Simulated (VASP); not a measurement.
Write the native input for VASP 6.6.1 that does the following.

| Quantity | Value |
| --- | --- |
| Task | relaxation of cell and atoms |
| Functional | PBE |
| Potentials or basis | VASP PAW PBE potentials, release 64 (Si, C) |
| Cutoff | 600 eV |
| k mesh | 15 × 15 × 15 |
| Occupations | fermi-dirac, width 0.1 eV |
| Spin | no spin polarisation |
| Target pressure | 100 GPa |
| Dipole correction | no |
| Further INCAR settings | ALGO = Normal; EDIFF = 1e-06; IBRION = 2; EDIFFG = -0.005; NSW = 60; ISIF = 3 |

The structure of SiC (CsCl type) lies in POSCAR:

```
SiC
1.0
    2.3190751160      0.0000000000      0.0000000000
    0.0000000000      2.3190751160      0.0000000000
    0.0000000000      0.0000000000      2.3190751160
Si C
1 1
Direct
    0.0000000000      0.0000000000      0.0000000000
    0.5000000000      0.5000000000      0.5000000000
```

One way to write it, as run:

INCAR

```
SYSTEM = SiC
ALGO = Normal ; EDIFF = 1E-6
EDIFFG = -0.005 ; ENCUT = 600
GGA = PE ; IBRION = 2
ISIF = 3 ; ISMEAR = -1
LASPH = .TRUE. ; LCHARG = .FALSE.
LREAL = .FALSE. ; LWAVE = .FALSE.
NELM = 60 ; NSW = 60
PREC = Accurate ; PSTRESS = 1000.0
SIGMA = 0.1
```

KPOINTS

```
k-points
0
G
  15 15 15
  0 0 0
```

Potentials or basis: VASP PAW PBE potentials, release 64 (Si, C).

Run with:

```console
$ cat potpaw_PBE.64/Si/POTCAR potpaw_PBE.64/C/POTCAR > POTCAR
$ mpirun -np 1 vasp_std > vasp.out
```

Results of the run:

```
Relaxed volume                                         : 6.82 Å³/atom
Relaxed cell                                           : a = 2.389 Å, b = 2.389 Å, c = 2.389 Å, α = 90.00°, β = 90.00°, γ = 90.00°
Space group after relaxing (to 0.05 Å)                 : Pm-3m (No. 221)
Energy change on relaxing (the enthalpy is what falls) : -457.1 meV/atom
Ionic steps                                            : 16
Pressure after relaxing                                : 100.1 GPa
Band gap on the k mesh                                 : zero (band 4 reaches 17.46 eV, above the bottom of band 5 at 12.94 eV)
```

Caveat: the cell is relaxed towards a set pressure, so the enthalpy falls and the energy may rise.

Run time: 100 s on 1 thread of AMD EPYC 7R13 (shared host), peak memory 0.1 GiB.
